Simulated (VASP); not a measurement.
TaBr, 2 atoms in the cell. It takes space group Pm-3m (No. 221, cubic). Conventional cell: a = 3.287 Å, b = 3.287 Å, c = 3.287 Å, α = 90.00°, β = 90.00°, γ = 90.00°. Within 3.8 Å of Ta (site symmetry m-3m) lie 8 Br at 2.85 Å and 6 Ta at 3.29 Å. Within 3.8 Å of Br (site symmetry m-3m) lie 8 Ta at 2.85 Å and 6 Br at 3.29 Å. The cell was generated, and may not be a known phase.

```yaml
Program: VASP 6.6.1
Task: single point
Functional: PBE
Potentials_or_basis: VASP PAW PBE potentials, release 64 (Ta_pv, Br)
Cutoff: 520 eV
k_mesh: 6 × 6 × 6
Occupations: gaussian, width 0.1 eV
Spin: no spin polarisation
Dipole_correction: no
Further_INCAR_settings: ALGO = Normal; EDIFF = 1e-06; NBANDS = 16
```

Potentials or basis: VASP PAW PBE potentials, release 64 (Ta_pv, Br).

The run is started by

```sh
$ cat potpaw_PBE.64/Ta_pv/POTCAR potpaw_PBE.64/Br/POTCAR > POTCAR
$ mpirun -np 1 vasp_std > vasp.out
```

Hardware: 1 thread of Intel(R) Xeon(R) 6975P-C (Granite Rapids), with other jobs on the host.

How long does it take, and how much memory?

Wall time 4.4 s on 1 thread of Intel(R) Xeon(R) 6975P-C (Granite Rapids) (shared host), peak memory 0.13 GiB. Counts: scf iterations 12, k points 20.
